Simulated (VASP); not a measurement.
# Pb in VASP: single point with r2SCAN

Aim: the single point of Pb with r2SCAN.

Everything below comes from runs of VASP 6.6.1. Logs are shortened: lines on timing, memory, paths and dates and some standing lists are left out, and cuts for length are marked.

**1. The cell of the first run**

The cell holds a slab with vacuum, 5 atoms: a = 3.514 Å, b = 3.514 Å, c = 26.594 Å, α = 90.00°, β = 90.00°, γ = 120.00°.

**2. Single point, r2SCAN**

Contents of POSCAR:

```
Pb
1.0
    3.5139206055      0.0000000000      0.0000000000
   -1.7569603027      3.0431445112      0.0000000000
    0.0000000000      0.0000000000     26.5939884722
Pb
5
Direct
    0.6666666667      0.3333333333      0.2878363418
    0.3333333333      0.6666666667      0.3891959164
    0.6666666667      0.3333333333      0.5000000247
    0.3333333333      0.6666666667      0.6108040982
    0.6666666667      0.3333333333      0.7121636190
```

Contents of INCAR.step1:

```
PREC = Accurate
ENCUT = 520
ISMEAR = 0
SIGMA = 0.1
LREAL = F
LASPH = T
NELM = 80
LDIPOL = T
IDIPOL = 3
DIPOL = 0.5 0.5 0.500
NBANDS = 43
GGA = PE
ALGO = Normal
EDIFF = 1E-4
LWAVE = T
LCHARG = F
```

Contents of INCAR.step2:

```
PREC = Accurate
ENCUT = 520
EDIFF = 1E-6
ISMEAR = 0
SIGMA = 0.1
LREAL = F
LASPH = T
NELM = 80
ALGO = Normal
ISIF = 2
LWAVE = F
LCHARG = F
LDIPOL = T
IDIPOL = 3
DIPOL = 0.5 0.5 0.500
METAGGA = R2SCAN
LMIXTAU = T
NBANDS = 43
ISTART = 1
```

Contents of KPOINTS:

```
regular mesh
0
Gamma
  12 12 1
```

Potentials or basis: VASP PAW PBE potentials, release 64 (Pb_d).

The run is started by

```
$ cat potpaw_PBE.64/Pb_d/POTCAR > POTCAR
$ cp INCAR.step1 INCAR
$ mpirun -np 1 vasp_std > vasp.out
$ cp INCAR.step2 INCAR
$ mpirun -np 1 vasp_std > vasp.out
```

OUTCAR:

```text
PREC = Accurate
   ENCUT = 520
   EDIFF = 1E-6
   ISMEAR = 0
   LREAL = F
   LASPH = T
   NELM = 80
   ISIF = 2
   METAGGA = R2SCAN
   ISTART = 1

 ion  position               nearest neighbor table
   1  0.667  0.333  0.288-   2 3.37   2 3.37   2 3.37
   2  0.333  0.667  0.389-   1 3.37   1 3.37   1 3.37   3 3.58   3 3.58   3 3.58
   3  0.667  0.333  0.500-   4 3.58   4 3.58   4 3.58   2 3.58   2 3.58   2 3.58
   4  0.333  0.667  0.611-   5 3.37   5 3.37   5 3.37   3 3.58   3 3.58   3 3.58
   5  0.667  0.333  0.712-   4 3.37   4 3.37   4 3.37

  LATTYP: Found a hexagonal cell.
 ALAT       =     3.5139206055
 C/A-ratio  =     7.5681813728

  Lattice vectors:

 A1 = (   3.5139206055,   0.0000000000,   0.0000000000)
 A2 = (  -1.7569603027,   3.0431445112,   0.0000000000)
 A3 = (   0.0000000000,   0.0000000000,  26.5939884722)

Analysis of symmetry for initial positions (statically):
=====================================================================
 Subroutine PRICEL returns:
 Original cell was already a primitive cell.

 Routine SETGRP: Setting up the symmetry group for a
 hexagonal supercell.

 Subroutine GETGRP returns: Found 12 space group operations
 (whereof 12 operations were pure point group operations)
 out of a pool of 24 trial point group operations.

The static configuration has the point symmetry D_3h.

Analysis of symmetry for dynamics (positions and initial velocities):
=====================================================================
 Subroutine PRICEL returns:
 Original cell was already a primitive cell.

 Routine SETGRP: Setting up the symmetry group for a
 hexagonal supercell.

 Subroutine GETGRP returns: Found 12 space group operations
 (whereof 12 operations were pure point group operations)
 out of a pool of 24 trial point group operations.

The dynamic configuration has the point symmetry D_3h.

 Subroutine INISYM returns: Found 12 space group operations
 (whereof 12 operations are pure point group operations),
 and found     1 'primitive' translations

----------------------------------------------------------------------------------------

                                     Primitive cell

  volume of cell :     284.3793

  direct lattice vectors                    reciprocal lattice vectors
     3.513920606  0.000000000  0.000000000     0.284582412  0.164303732  0.000000000
    -1.756960303  3.043144511  0.000000000     0.000000000  0.328607464  0.000000000
     0.000000000  0.000000000 26.593988472     0.000000000  0.000000000  0.037602483

  length of vectors
     3.513920606  3.513920605 26.593988472     0.328607464  0.328607464  0.037602483

  position of ions in fractional coordinates (direct lattice)
     0.666666667  0.333333333  0.287836342
     0.333333333  0.666666667  0.389195916
     0.666666667  0.333333333  0.500000025
     0.333333333  0.666666667  0.610804098
     0.666666667  0.333333333  0.712163619

  ion indices of the primitive-cell ions
   primitive index   ion index
                 1           1
                 2           2
                 3           3
                 4           4
                 5           5

----------------------------------------------------------------------------------------

 KPOINTS: regular mesh

Automatic generation of k-mesh.
 Grid dimensions read from file:
 generate k-points for:   12   12    1

 Generating k-lattice:

  Cartesian coordinates                     Fractional coordinates (reciprocal lattice)
     0.023715201  0.013691978  0.000000000     0.083333333 -0.000000000  0.000000000
     0.000000000  0.027383955  0.000000000     0.000000000  0.083333333  0.000000000
     0.000000000  0.000000000  0.037602483     0.000000000  0.000000000  1.000000000

  Length of vectors
     0.027383955  0.027383955  0.037602483

  Shift w.r.t. Gamma in fractional coordinates (k-lattice)
     0.000000000  0.000000000  0.000000000

 Subroutine IBZKPT returns following result:
 ===========================================

 Found     19 irreducible k-points:

 Following reciprocal coordinates:
            Coordinates               Weight
  0.000000  0.000000  0.000000      1.000000
  0.083333  0.000000  0.000000      6.000000
  0.166667 -0.000000  0.000000      6.000000
  0.250000 -0.000000  0.000000      6.000000
  0.333333  0.000000  0.000000      6.000000
  0.416667  0.000000  0.000000      6.000000
[... 11 lines left out ...]
  0.333333  0.250000  0.000000     12.000000
  0.333333  0.333333  0.000000      2.000000
   k-points           NKPTS =     19   k-points in BZ     NKDIM =     19   number of bands    NBANDS=     43
   number of dos      NEDOS =    301   number of ions     NIONS =      5
   total plane-waves  NPLWV = 156800
   dimension x,y,z NGX =    28 NGY =   28 NGZ =  200
   dimension x,y,z NGXF=    56 NGYF=   56 NGZF=  400
   ions per type =               5
   NGX,Y,Z   is equivalent  to a cutoff of  13.25, 13.25, 12.50 a.u.
   NGXF,Y,Z  is equivalent  to a cutoff of  26.49, 26.49, 25.01 a.u.
 SYSTEM =  unknown system
   PREC   = accura    normal or accurate (medium, high low for compatibility)
   ISTART =      1    job   : 0-new  1-cont  2-samecut
   ICHARG =      0    charge: 1-file 2-atom 10-const
   ISPIN  =      1    spin polarized calculation?
   LNONCOLLINEAR =      F non collinear calculations
   LSORBIT =      F    spin-orbit coupling
   LASPH  =      T    aspherical Exc in radial PAW
   ENCUT  =  520.0 eV  38.22 Ry    6.18 a.u.   6.53  6.53 49.45*2*pi/ulx,y,z
   NELM   =     80;   NELMIN=  2; NELMDL=  0     # of ELM steps
   EDIFF  = 0.1E-05   stopping-criterion for ELM
   LREAL  =      F    real-space projection
   EDIFFG = 0.1E-04   stopping-criterion for IOM
   NSW    =      0    number of steps for IOM
   IBRION =     -1    ionic relax: 0-MD 1-quasi-New 2-CG
   NFREE  =      0    steps in history (QN), initial steepest desc. (CG)
   ISIF   =      2    stress and relaxation
   ISYM   =      2    0-nonsym 1-usesym 2-fastsym
   POTIM  = 0.5000    time-step for ionic-motion
   TEBEG  =    0.0;   TEEND  =   0.0 temperature during run
   PSTRESS=    0.0 pullay stress
   NELECT =      70.0000    total number of electrons
   NUPDOWN=      -1.0000    fix difference up-down
   EMIN   =  10.00;   EMAX   =-10.00  energy-range for DOS
   EFERMI =   0.00;   METHOD = LEGACY
   ISMEAR =     0;   SIGMA  =   0.10  broadening in eV -4-tet -1-fermi 0-gaus
   EFERMI_NEDOS =   21; number of points for ismear=-14 and -15
   IALGO  =     38    algorithm
   IMIX   =      4    mixing-type and parameters
     AMIX     =   0.40;   BMIX     =  1.00
     AMIX_MAG =   1.60;   BMIX_MAG =  1.00
  volume/ion in A,a.u.               =      56.88       383.82
  Fermi-wavevector in a.u.,A,eV,Ry     =   1.025986  1.938833 14.322141  1.052648
  Thomas-Fermi vector in A             =   2.159855
   LORBIT       =      0    0 simple, 1 ext, 2 COOP (PROOUT), +10 PAW based schemes
   METAGGA = R2SCAN    functional components
   LHFCALC =     F    Hartree Fock is set to
   AEXX    =    0.0000 exact exchange contribution
   IVDW    =     0    specifies the selected vdW correction
   LEPSILON=     F    determine dielectric tensor
   LRPA    =     F    only Hartree local field effects (RPA)
 non-spin polarized calculation
 Gauss-broadening in eV      SIGMA  =   0.10
  energy-cutoff  :      520.00
  volume of cell :      284.38
 maximum number of plane-waves:      7767
 NGX is ok and might be reduce to    28
   NGX = 13   NGY = 13   NGZ = 99

 number of electron      69.9999995 magnetization

 dipolmoment           0.000000      0.000000     -0.000000 electrons x Angstroem

 Free energy of the ion-electron system (eV)
  ---------------------------------------------------
  ext. energy  EPLUGINS =         0.00000000
  ---------------------------------------------------
  free energy    TOTEN  =      -280.89000912 eV

  energy without entropy =     -280.87455311  energy(sigma->0) =     -280.88228112

 E-fermi :   2.1798     XC(G=0):  -6.3000

 val. band max:        2.1301957513   @ k =   0.4167   0.0833   0.0000
 cond. band min:       2.1882482803   @ k =   0.0000   0.0000   0.0000
 fundamental gap:      0.0580525290
 Fermi energy:         2.1797754943

 k-point     1 :       0.0000    0.0000    0.0000
  band No.  band energies     occupation
      1     -15.6831      2.00000
      2     -15.6366      2.00000
      3     -15.6366      2.00000
      4     -15.5883      2.00000
      5     -15.5882      2.00000
      6     -15.5450      2.00000
[... 35 lines left out ...]
     42       8.2291      0.00000
     43       8.8367      0.00000

 k-point     2 :       0.0833    0.0000    0.0000
  band No.  band energies     occupation
      1     -15.6756      2.00000
      2     -15.6387      2.00000
      3     -15.6202      2.00000
      4     -15.5868      2.00000
      5     -15.5856      2.00000
      6     -15.5486      2.00000
[... 35 lines left out ...]
     42       7.7750      0.00000
     43       7.7847      0.00000

 k-point     3 :       0.1667   -0.0000    0.0000
  band No.  band energies     occupation
      1     -15.6780      2.00000
      2     -15.6251      2.00000
      3     -15.6006      2.00000
      4     -15.5937      2.00000
      5     -15.5755      2.00000
      6     -15.5611      2.00000
[... 35 lines left out ...]
     42       6.8112      0.00000
     43       6.9075      0.00000

 k-point     4 :       0.2500   -0.0000    0.0000
  band No.  band energies     occupation
      1     -15.7009      2.00000
      2     -15.6288      2.00000
      3     -15.6231      2.00000
      4     -15.5931      2.00000
      5     -15.5898      2.00000
      6     -15.5530      2.00000
[... 633 lines left out ...]
     42       4.2328      0.00000
     43       5.4845      0.00000

 k-point    18 :       0.3333    0.2500    0.0000
  band No.  band energies     occupation
      1     -15.6547      2.00000
      2     -15.6251      2.00000
      3     -15.6157      2.00000
      4     -15.5995      2.00000
      5     -15.5665      2.00000
      6     -15.5597      2.00000
[... 35 lines left out ...]
     42       4.6310      0.00000
     43       4.8876      0.00000

 k-point    19 :       0.3333    0.3333    0.0000
  band No.  band energies     occupation
      1     -15.6548      2.00000
      2     -15.6280      2.00000
      3     -15.5885      2.00000
      4     -15.5837      2.00000
      5     -15.5640      2.00000
      6     -15.5373      2.00000
[... 35 lines left out ...]
     42       4.4841      0.00000
     43       5.0522      0.00000

------------------------ aborting loop because EDIFF is reached ----------------------------------------

 vacuum level on the upper side and lower side of the slab       (xc-potential included)         0.017         0.017

  FORCE on cell =-STRESS in cart. coord.  units (eV):
  Direction    XX          YY          ZZ          XY          YZ          ZX
  --------------------------------------------------------------------------------------
  -------------------------------------------------------------------------------------
  Total        0.1273058      0.1273058     -0.0889489      0.0000000      0.0000000      0.0000000
  in kB        0.7172336      0.7172336     -0.5011331      0.0000000      0.0000000      0.0000000
  external PRESSURE =       0.3111114 kB  Pullay stress =       0.0000000 kB

 VOLUME and BASIS-vectors are now :
 -----------------------------------------------------------------------------
  energy-cutoff  :      520.00
  volume of cell :      284.38
      direct lattice vectors                 reciprocal lattice vectors
     3.513920606  0.000000000  0.000000000     0.284582412  0.164303732  0.000000000
    -1.756960303  3.043144511  0.000000000     0.000000000  0.328607464  0.000000000
     0.000000000  0.000000000 26.593988472     0.000000000  0.000000000  0.037602483

 POSITION                                       TOTAL-FORCE (eV/Angst)
 -----------------------------------------------------------------------------------
      1.75696      1.01438      7.65472         0.000000     -0.000000     -0.003463
     -0.00000      2.02876     10.35027        -0.000000      0.000000      0.007486
      1.75696      1.01438     13.29699         0.000000     -0.000000     -0.000000
     -0.00000      2.02876     16.24372        -0.000000     -0.000000     -0.007486
      1.75696      1.01438     18.93927         0.000000     -0.000000      0.003463
 -----------------------------------------------------------------------------------
    total drift:                                0.000001     -0.000001     -0.000010

  FREE ENERGIE OF THE ION-ELECTRON SYSTEM (eV)
  ---------------------------------------------------
  free  energy   TOTEN  =      -280.8900091215 eV

  energy  without entropy=     -280.8745531150  energy(sigma->0) =     -280.88228112

 vacuum level on the upper side and lower side of the slab         5.808         5.808
```

Run time: 17 min. Hardware: 1 thread of Intel Xeon Platinum 8559C (Emerald Rapids), shared host; peak memory 0.48 GiB.

What came out:

| Item | Value |
| --- | --- |
| Free energy | -280.8900 eV |
| Largest force | 0.007 eV/Å |
| Band gap on the k mesh | zero (bands 35 and 36 overlap by 5.07 eV) |

Forces in eV/Å, atoms in the order of the input:
```
Pb   0.000  0.000 -0.003
Pb   0.000  0.000  0.007
Pb   0.000  0.000  0.000
Pb   0.000  0.000 -0.007
Pb   0.000  0.000  0.003
```

Levels at points of the mesh, in eV from the Fermi level:
```csv
k point,band 34,band 35,band 36,band 37,band 38,band 39
"(0.00, 0.00, 0.00)",2.26,3.52,3.76,5.25,5.27,5.79
"(0.50, 0.00, 0.00)",-2.75,-1.97,0.05,1.44,2.22,2.30
```

Caveat: the PAW data sets were made with another functional, which shifts forces and pressure a little; spin-orbit coupling is left out, which moves the levels of the heavy elements.
